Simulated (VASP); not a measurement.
Write the native input for VASP 6.6.1 that does the following.

```yaml
Task: single point
Functional: PBE
Potentials_or_basis: VASP PAW PBE potentials, release 64 (Ti_sv, W_sv)
Cutoff: 520 eV
k_mesh: 3 × 3 × 3
Occupations: gaussian, width 0.05 eV
Spin: no spin polarisation
Dipole_correction: no
Further_INCAR_settings: LREAL = Auto; ALGO = Normal; EDIFF = 1e-06; NBANDS = 117
```

The structure of TiW14 (a cell with a defect) lies in POSCAR:

```
TiW14
1.0
    6.3200000000      0.0000000000      0.0000000000
    0.0000000000      6.3200000000      0.0000000000
    0.0000000000      0.0000000000      6.3200000000
Ti W
1 14
Direct
    0.0072674051     -0.0067344937      0.0078912975
    0.4976476266      0.0000610759      0.0011860759
    0.0005232595      0.5028811709      0.0011783228
    0.0005756329      0.0000476266      0.4983034810
    0.2511927215      0.2542490506      0.2519750000
    0.4947553797      0.5058729430      0.0044221519
    0.4947507911     -0.0031810127      0.4953960443
    0.7500537975      0.2504375000      0.2495367089
    0.0037886076      0.5058180380      0.4953693038
    0.2489324367      0.2504362342      0.7507481013
    0.4985411392      0.5020639241      0.4991890823
    0.7463898734      0.7492376582      0.2519585443
    0.7474960443      0.2530452532      0.7481650316
    0.2512542722      0.7492549051      0.7470653481
    0.7500305380      0.7516123418      0.7507362342
```

One way to write it, as run:

INCAR

```
  PREC = Accurate
  ENCUT = 520
  EDIFF = 1E-6
  ISMEAR = 0
  SIGMA = 0.05
  LREAL = Auto
  LASPH = T
  NELM = 60
  ALGO = Normal
  ISIF = 2
  LWAVE = F
  LCHARG = F
  GGA = PE
  NBANDS = 117
```

KPOINTS

```
regular mesh
0
Gamma
  3 3 3
```

Potentials or basis: VASP PAW PBE potentials, release 64 (Ti_sv, W_sv).

Launch:

```console
$ cat potpaw_PBE.64/Ti_sv/POTCAR potpaw_PBE.64/W_sv/POTCAR > POTCAR
$ mpirun -np 1 vasp_std > vasp.out
```

Results of the run:

The pressure is -0.2 GPa and the largest force is 0.022 eV/Å. The band gap on the k mesh is zero (band 104 reaches 10.37 eV, above the bottom of band 105 at 9.47 eV).

Caveat: spin-orbit coupling is left out, which moves the levels of the heavy elements.

It took 7.7 min on 1 thread of Intel(R) Xeon(R) 6975P-C (Granite Rapids), with other jobs on the host, peak memory 0.46 GiB.
